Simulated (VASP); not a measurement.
Input of a VASP 6.6.1 run:

File INCAR:

```
ALGO = Normal
EDIFF = 1E-6
ENCUT = 520
GGA = PE
ISIF = 2
ISMEAR = 0
LASPH = True
LCHARG = True
LELF = True
LREAL = False
LVHAR = True
LWAVE = False
NBANDS = 26
NELM = 80
PREC = Accurate
SIGMA = 0.1
```

Contents of KPOINTS:

```
k-points
0
Gamma
  4 4 4
```

POSCAR

```
Os4C
1.0
    4.0308998721      0.0000000000      0.0000000000
    0.0000000000      4.0308998721      0.0000000000
    0.0000000000      0.0000000000      4.0308998721
Os C
4 1
Direct
    0.5000000000      0.0000000000      0.0000000000
    0.0000000000      0.5000000000      0.0000000000
    0.0000000000      0.0000000000      0.5000000000
    0.5000000000      0.5000000000      0.5000000000
    0.0000000000      0.0000000000      0.0000000000
```

Potentials or basis: VASP PAW PBE potentials, release 64 (Os, C).

The run is started by

```sh
$ cat potpaw_PBE.64/Os/POTCAR potpaw_PBE.64/C/POTCAR > POTCAR
$ mpirun -np 1 vasp_std > vasp.out
```

What does it give for the pressure?

1.4 GPa.

What does it give for the band gap on the k mesh?

Zero (band 18 reaches 10.23 eV, above the bottom of band 19 at 8.18 eV).

Caveat: the k points lie up to 0.39 Å⁻¹ apart; spin-orbit coupling is left out, which moves the levels of the heavy elements.
